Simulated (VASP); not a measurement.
# Zr (P6_3/mmc) in VASP: a series of runs, part 2 of 2

VASP 6.6.1. The steps go on from the part before.

## 5. Relaxation of cell and atoms, PBE

This run uses another cell than the first one: it holds 2 atoms, not 6.

Input file INCAR:

```
PREC = Accurate
ENCUT = 600
EDIFF = 1E-7
ISMEAR = 0
SIGMA = 0.1
LREAL = False
LASPH = True
NELM = 60
ALGO = Fast
ISIF = 3
LWAVE = False
LCHARG = False
GGA = PE
IBRION = 2
NSW = 100
EDIFFG = -0.005
```

Input file KPOINTS:

```
Automatic mesh
0
Gamma
  18 18 8
```

Input file POSCAR:

```
Zr
1.0
    3.2050700000      0.0000000000      0.0000000000
   -1.6025350000      2.7756720000      0.0000000000
    0.0000000000      0.0000000000      5.2338570000
Zr
2
Direct
    0.0000000000      0.0000000000      0.0000000000
    0.3333333300      0.6666666700      0.5000000000
```

Potentials or basis: VASP PAW PBE potentials, release 64 (Zr_sv).

Launch:

```sh
cat potpaw_PBE.64/Zr_sv/POTCAR > POTCAR
mpirun -np 1 vasp_std > vasp.out
```

OUTCAR:

```text
PREC = Accurate
   ENCUT = 600
   EDIFF = 1E-7
   ISMEAR = 0
   LREAL = False
   LASPH = True
   NELM = 60
   ISIF = 3
   GGA = PE
   IBRION = 2
   NSW = 100
   EDIFFG = -0.005

 ion  position               nearest neighbor table
   1  0.000  0.000  0.000-   2 3.21   2 3.21   2 3.21   2 3.21   2 3.21   2 3.21
   2  0.333  0.667  0.500-   1 3.21   1 3.21   1 3.21   1 3.21   1 3.21   1 3.21

  LATTYP: Found a hexagonal cell.
 ALAT       =     3.2050700000
 C/A-ratio  =     1.6329930392

  Lattice vectors:

 A1 = (   3.2050700000,   0.0000000000,   0.0000000000)
 A2 = (  -1.6025350000,   2.7756720000,   0.0000000000)
 A3 = (   0.0000000000,   0.0000000000,   5.2338570000)

Analysis of symmetry for initial positions (statically):
=====================================================================
 Subroutine PRICEL returns:
 Original cell was already a primitive cell.

 Routine SETGRP: Setting up the symmetry group for a
 hexagonal supercell.

 Subroutine GETGRP returns: Found 24 space group operations
 (whereof 12 operations were pure point group operations)
 out of a pool of 24 trial point group operations.

The static configuration has the point symmetry D_3h.
 The point group associated with its full space group is D_6h.

Analysis of symmetry for dynamics (positions and initial velocities):
=====================================================================
 Subroutine PRICEL returns:
 Original cell was already a primitive cell.

 Routine SETGRP: Setting up the symmetry group for a
 hexagonal supercell.

 Subroutine GETGRP returns: Found 24 space group operations
 (whereof 12 operations were pure point group operations)
 out of a pool of 24 trial point group operations.

The dynamic configuration has the point symmetry D_3h.
 The point group associated with its full space group is D_6h.

 Subroutine INISYM returns: Found 24 space group operations
 (whereof 12 operations are pure point group operations),
 and found     1 'primitive' translations

----------------------------------------------------------------------------------------

                                     Primitive cell

  volume of cell :      46.5616

  direct lattice vectors                    reciprocal lattice vectors
     3.205070000  0.000000000  0.000000000     0.312005666  0.180136558  0.000000000
    -1.602535000  2.775672000  0.000000000     0.000000000  0.360273116  0.000000000
     0.000000000  0.000000000  5.233857000     0.000000000  0.000000000  0.191063684

  length of vectors
     3.205070000  3.205069965  5.233857000     0.360273112  0.360273116  0.191063684

  position of ions in fractional coordinates (direct lattice)
     0.000000000  0.000000000  0.000000000
     0.333333330  0.666666670  0.500000000

  ion indices of the primitive-cell ions
   primitive index   ion index
                 1           1
                 2           2

----------------------------------------------------------------------------------------

 KPOINTS: Automatic mesh

Automatic generation of k-mesh.
 Grid dimensions read from file:
[... 25 lines left out ...]
  0.166667  0.000000  0.000000      6.000000
  0.222222  0.000000  0.000000      6.000000
  0.277778  0.000000  0.000000      6.000000
[... 16 lines left out ...]
  0.333333  0.111111  0.000000     12.000000
  0.388889  0.111111  0.000000     12.000000
 [... further k-points ...]
   k-points           NKPTS =    185   k-points in BZ     NKDIM =    185   number of bands    NBANDS=     16
   number of dos      NEDOS =    301   number of ions     NIONS =      2
   total plane-waves  NPLWV =  32928
   dimension x,y,z NGX =    28 NGY =   28 NGZ =   42
   dimension x,y,z NGXF=    56 NGYF=   56 NGZF=   84
   ions per type =               2
   NGX,Y,Z   is equivalent  to a cutoff of  14.52, 14.52, 13.34 a.u.
   NGXF,Y,Z  is equivalent  to a cutoff of  29.05, 29.05, 26.68 a.u.
 SYSTEM =  unknown system
   PREC   = accura    normal or accurate (medium, high low for compatibility)
   ISTART =      0    job   : 0-new  1-cont  2-samecut
   ICHARG =      2    charge: 1-file 2-atom 10-const
   ISPIN  =      1    spin polarized calculation?
   LNONCOLLINEAR =      F non collinear calculations
   LSORBIT =      F    spin-orbit coupling
   LASPH  =      T    aspherical Exc in radial PAW
   ENCUT  =  600.0 eV  44.10 Ry    6.64 a.u.   6.40  6.40 10.45*2*pi/ulx,y,z
   NELM   =     60;   NELMIN=  2; NELMDL= -5     # of ELM steps
   EDIFF  = 0.1E-06   stopping-criterion for ELM
   LREAL  =      F    real-space projection
   EDIFFG = -.5E-02   stopping-criterion for IOM
   NSW    =    100    number of steps for IOM
   IBRION =      2    ionic relax: 0-MD 1-quasi-New 2-CG
   NFREE  =      1    steps in history (QN), initial steepest desc. (CG)
   ISIF   =      3    stress and relaxation
   ISYM   =      2    0-nonsym 1-usesym 2-fastsym
   POTIM  = 0.5000    time-step for ionic-motion
   TEBEG  =    0.0;   TEEND  =   0.0 temperature during run
   PSTRESS=    0.0 pullay stress
   NELECT =      24.0000    total number of electrons
   NUPDOWN=      -1.0000    fix difference up-down
   EMIN   =  10.00;   EMAX   =-10.00  energy-range for DOS
   EFERMI =   0.00;   METHOD = LEGACY
   ISMEAR =     0;   SIGMA  =   0.10  broadening in eV -4-tet -1-fermi 0-gaus
   EFERMI_NEDOS =   21; number of points for ismear=-14 and -15
   IALGO  =     68    algorithm
   IMIX   =      4    mixing-type and parameters
     AMIX     =   0.40;   BMIX     =  1.00
     AMIX_MAG =   1.60;   BMIX_MAG =  1.00
  volume/ion in A,a.u.               =      23.28       157.11
  Fermi-wavevector in a.u.,A,eV,Ry     =   1.312611  2.480475 23.442129  1.722948
  Thomas-Fermi vector in A             =   2.442991
   LORBIT       =      0    0 simple, 1 ext, 2 COOP (PROOUT), +10 PAW based schemes
   GGA     = PE    functional components
   LHFCALC =     F    Hartree Fock is set to
   AEXX    =    0.0000 exact exchange contribution
   IVDW    =     0    specifies the selected vdW correction
   LEPSILON=     F    determine dielectric tensor
   LRPA    =     F    only Hartree local field effects (RPA)
 conjugate gradient relaxation of ions
 non-spin polarized calculation
 RMM-DIIS sequential band-by-band and
 Gauss-broadening in eV      SIGMA  =   0.10
  energy-cutoff  :      600.00
  volume of cell :       46.56
 maximum number of plane-waves:      1578
 NGX is ok and might be reduce to    28

--------------------------------------- Ionic step        1  -------------------------------------------

 number of electron      24.0000000 magnetization

 Free energy of the ion-electron system (eV)
  ---------------------------------------------------
  ext. energy  EPLUGINS =         0.00000000
  ---------------------------------------------------
  free energy    TOTEN  =       -17.04168405 eV

  energy without entropy =      -17.03060256  energy(sigma->0) =      -17.03614331

------------------------ aborting loop because EDIFF is reached ----------------------------------------

  FORCE on cell =-STRESS in cart. coord.  units (eV):
  Direction    XX          YY          ZZ          XY          YZ          ZX
  --------------------------------------------------------------------------------------
  -------------------------------------------------------------------------------------
  Total        0.2950480      0.2950479     -0.2653323     -0.0000000     -0.0000000      0.0000000
  in kB       10.1525627     10.1525624     -9.1300492     -0.0000000     -0.0000000      0.0000000
  external PRESSURE =       3.7250253 kB  Pullay stress =       0.0000000 kB
[... 131 lines left out ...]
--------------------------------------- Ionic step        5  -------------------------------------------

 number of electron      24.0000000 magnetization

 Free energy of the ion-electron system (eV)
  ---------------------------------------------------
  ext. energy  EPLUGINS =         0.00000000
  ---------------------------------------------------
  free energy    TOTEN  =       -17.04599234 eV

  energy without entropy =      -17.03590729  energy(sigma->0) =      -17.04094981

 E-fermi :   8.9444     XC(G=0): -11.0597

 val. band max:        8.9344519157   @ k =   0.1111   0.0556   0.3750
 cond. band min:       8.9517355573   @ k =   0.3889   0.2222   0.2500
 fundamental gap:      0.0172836416
 Fermi energy:         8.9444125885

 k-point     1 :       0.0000    0.0000    0.0000
  band No.  band energies     occupation
      1     -39.9108      2.00000
      2     -39.7617      2.00000
      3     -18.4221      2.00000
      4     -17.5649      2.00000
      5     -17.5649      2.00000
      6     -17.4393      2.00000
[... 433 lines left out ...]
      3     -18.2106      2.00000
      4     -18.0512      2.00000
      5     -17.9998      2.00000
      6     -17.8065      2.00000
[... 8 lines left out ...]
     15      10.3354      0.00000
     16      13.2147      0.00000

 [... further k-points ...]
[... 5 lines left out ...]
  --------------------------------------------------------------------------------------
  -------------------------------------------------------------------------------------
  Total        0.0067204      0.0067204      0.0008785      0.0000000     -0.0000000      0.0000000
  in kB        0.2300890      0.2300890      0.0300785      0.0000000     -0.0000000      0.0000000
  external PRESSURE =       0.1634188 kB  Pullay stress =       0.0000000 kB
[... 17 lines left out ...]
  FREE ENERGIE OF THE ION-ELECTRON SYSTEM (eV)
  ---------------------------------------------------
  free  energy   TOTEN  =       -17.0459923379 eV

  energy  without entropy=      -17.0359072877  energy(sigma->0) =      -17.04094981

 reached required accuracy - stopping structural energy minimisation
```

Run time: 15 min. Hardware: 1 thread of Intel Xeon Platinum 8259CL at 2.50GHz (Skylake/Cascade Lake), shared host; peak memory 0.3 GiB.

What came out:

```yaml
Free_energy: -17.0460 eV
Relaxed_volume: 23.40 Å³/atom
Relaxed_cell: a = 3.233 Å, b = 3.233 Å, c = 5.169 Å, α = 90.00°, β = 90.00°, γ = 120.00°
Space_group_after_relaxing_to_0.05_Å: P6_3/mmc (No. 194)
Energy_gained_by_relaxing: 2.2 meV/atom
Ionic_steps: 5
Pressure_after_relaxing: 0.0 GPa
Band_gap_on_the_k_mesh: zero (band 12 reaches 9.88 eV, above the bottom of band 13 at 8.70 eV)
```

The path:
```tsv
step	energy change (eV)	largest force (eV/Å)	pressure (GPa)	volume (Å³)
1	0.0000	0.0000	0.37	46.56
2	-0.0036	0.0000	-0.29	46.92
3	-0.0038	0.0000	-0.46	47.03
4	-0.0041	0.0000	0.32	46.64
5	-0.0043	0.0000	0.02	46.80
```

Final structure:
```
Zr
1.0
     3.23335    0.00000    0.00000
    -1.61668    2.80016    0.00000
     0.00000    0.00000    5.16858
Zr
2
Cartesian
  0.0000 0.0000 0.0000
  0.0000 1.8668 2.5843
```

Levels at points of the mesh, in eV from the Fermi level:
| k point | band 10 | band 11 | band 12 | band 13 | band 14 | band 15 |
| --- | --- | --- | --- | --- | --- | --- |
| (0.00, 0.00, 0.00) | -3.03 | 0.86 | 0.86 | 0.97 | 1.12 | 1.54 |
| (0.50, 0.00, 0.00) | -2.51 | -2.14 | -0.22 | 0.55 | 0.75 | 1.43 |
| (0.00, 0.00, 0.50) | -3.96 | 0.02 | 0.02 | 0.77 | 0.77 | 0.77 |
| (0.50, 0.00, 0.50) | -2.86 | -1.06 | -1.06 | 1.61 | 1.61 | 2.20 |

## 6. Summary

| task | cell | k mesh | cutoff (eV) | gap on the mesh (eV) | pressure (GPa) |
| --- | --- | --- | --- | --- | --- |
| single point | a = 3.221, b = 3.221, c = 15.585 Å, angles 90.0, 90.0, 120.0°, 6 atoms | 18 × 18 × 3 | 520 | none | 0.0 |
| single point | a = 3.233, b = 3.233, c = 5.169 Å, angles 90.0, 90.0, 120.0°, 2 atoms | 18 × 18 × 8 | 520 | none | 0.0 |
| single point | a = 3.220, b = 3.220, c = 10.423 Å, angles 90.0, 90.0, 120.0°, 4 atoms | 18 × 18 × 4 | 520 | none | 0.0 |
| relaxation of cell and atoms | relaxed from a = 3.205, b = 3.205, c = 5.234 Å, angles 90.0, 90.0, 120.0°, 2 atoms | 18 × 18 × 8 | 600 | none | 0.0 |

Alike in all rows: level PBE; potentials or basis VASP PAW PBE potentials, release 64 (Zr_sv); no spin polarisation; smearing gaussian 0.1 eV.

Total energies depend on the potentials used, so only differences within one code and one set of settings carry meaning.
